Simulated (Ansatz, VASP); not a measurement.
Two plane-wave programs on SnS

```xyz
8
Lattice="11.5420 0.0000 0.0000 0.0000 4.1294 0.0000 0.0000 0.0000 4.3252" Properties=species:S:1:pos:R:3 pbc="T T T"
Sn    1.4304    1.0324    0.5005
Sn    4.3406    3.0971    2.6631
Sn    7.2015    1.0324    1.6621
Sn   10.1116    3.0971    3.8247
S     9.8060    1.0324    2.0796
S     7.5071    3.0971    4.2422
S     4.0350    1.0324    0.0830
S     1.7361    3.0971    2.2456
```

Change from the starting cell: volume scaled by 1.06, ions relaxed.

Alike in both runs: functional PBE; k mesh 4 × 11 × 10; occupations fermi-dirac, width 0.02 eV; no spin polarisation.

Ansatz relaxed the structure, and its values are those at the end. VASP's run is a single point on that final structure, the one shown.

|  | VASP | Ansatz |
| --- | --- | --- |
| version | VASP 6.6.1 | Ansatz 0.2.0 |
| potentials or method | VASP PAW PBE potentials, release 64 (Sn_d, S) | plane-wave PAW, scalar-relativistic |
| plane-wave cutoff (eV) | 500 | 420 |
| valence electrons in the cell | 80 | 80 |

|  | VASP | Ansatz | Ansatz less VASP |
| --- | --- | --- | --- |
| gap on the k mesh at the Fermi level (eV) | 1.19 | 1.19 | -0.001 |
| pressure (GPa) | -0.5 | -0.4 | +0.05 |
| rms of the force components (eV/Å) | 0.005 | 0.008 | +0.0029 |

The functional is the same, so the differences come from potentials, cutoffs and numerics. Ansatz's warnings: stress scf threshold loose.
